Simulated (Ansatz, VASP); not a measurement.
Te3Ru in VASP and in Ansatz

```
Te Ru
1.0
     4.43326    0.00000    0.00000
     0.00000    4.43326    0.00000
     0.00000    0.00000    6.26277
Te Ru
3 1
Direct
  0.50000 0.50000 0.17730
  0.50000 0.50000 0.82270
  0.00000 0.00000 0.00000
  0.50000 0.50000 0.50000
```

Alike in both runs: task relaxation of cell and atoms; functional PBE; k mesh 4 × 4 × 4; occupations gaussian, width 0.1 eV; no spin polarisation.

|  | VASP | Ansatz |
| --- | --- | --- |
| version | VASP 6.6.1 | Ansatz 0.2.0 |
| potentials or method | VASP PAW PBE potentials, release 64 (Te, Ru_pv), cutoff 600 eV | scalar-relativistic, plane waves, PAW |
| valence electrons in the cell | 32 | 64 |

|  | VASP | Ansatz | Ansatz less VASP |
| --- | --- | --- | --- |
| gap on the k mesh at the Fermi level, each at its own relaxed structure (eV) | none | none | - |
| relaxed volume (Å³/atom) | 26.49 | 26.74 | +0.250 |
| relaxed length of the cell vector where the two differ most in proportion (Å) | 10.619 | 10.773 | +0.1539 |

A gap of «none» marks a metal or a gap that the smearing closes. VASP's potentials hold 32 valence electrons a cell and Ansatz's 64, so a difference there can come from the potentials and not from the codes.

Neither program's run includes spin-orbit coupling.
